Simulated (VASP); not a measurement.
The system is Cu.

```xyz
3
Lattice="-1.8935 1.8935 2.4645 1.8935 -1.8935 2.4645 1.8935 1.8935 -2.4645" Properties=species:S:1:pos:R:3 pbc="T T T"
Cu    0.0000    1.8935    1.2322
Cu    1.8935    0.0000    1.2322
Cu    0.0000    0.0000    2.4645
```

The cell was built from a structure type or drawn by symmetry, and may not be a known phase.

- Program: VASP 6.6.1
- Task: relaxation of cell and atoms
- Functional: PBE
- Potentials or basis: VASP PAW PBE potentials, release 64 (Cu)
- Cutoff: 600 eV
- k mesh: 6 × 6 × 6
- Occupations: gaussian, width 0.1 eV
- Spin: no spin polarisation

At the start: pressure 32.6 GPa; volume 11.78 Å³/atom.

**Question.** Where does the relaxation end?

**Answer.** Over 12 steps the energy falls by 225.5 meV/atom and the volume is 14.43 Å³/atom (+22.5 %); space group I4/mmm (No. 139, to 0.1 Å) before and after.

Step by step:
| step | energy change (eV) | largest force (eV/Å) | pressure (GPa) | volume (Å³) |
| --- | --- | --- | --- | --- |
| 1 | 0.0000 | 0.0000 | 32.63 | 35.34 |
| 2 | -0.4840 | 0.0000 | -9.23 | 49.09 |
| 3 | -0.6719 | 0.0000 | 0.00 | 43.30 |
| 4 | -0.6717 | 0.0000 | -0.33 | 43.47 |
| 5 | -0.6731 | 0.0000 | 0.05 | 43.29 |
| 6 | -0.6741 | 0.0000 | 0.56 | 43.07 |
| 7 | -0.6742 | 0.0000 | 0.87 | 42.96 |
| 8 | -0.6749 | 0.0000 | 0.89 | 42.99 |
| 9 | -0.6761 | 0.0000 | 0.59 | 43.09 |
| 10 | -0.6748 | 0.0000 | 0.10 | 43.28 |
| 11 | -0.6763 | 0.0000 | 0.60 | 43.14 |
| 12 | -0.6766 | 0.0000 | 0.33 | 43.28 |

Final structure:
```xyz
3
Lattice="-2.0505 2.0505 2.5736 2.0505 -2.0505 2.5736 2.0505 2.0505 -2.5736" Properties=species:S:1:pos:R:3 pbc="T T T"
Cu    0.0000    2.0505    1.2868
Cu    2.0505    0.0000    1.2868
Cu    0.0000    0.0000    2.5736
```

Caveat: the volume moved by over 15 % at a fixed basis, so the end points are rough.
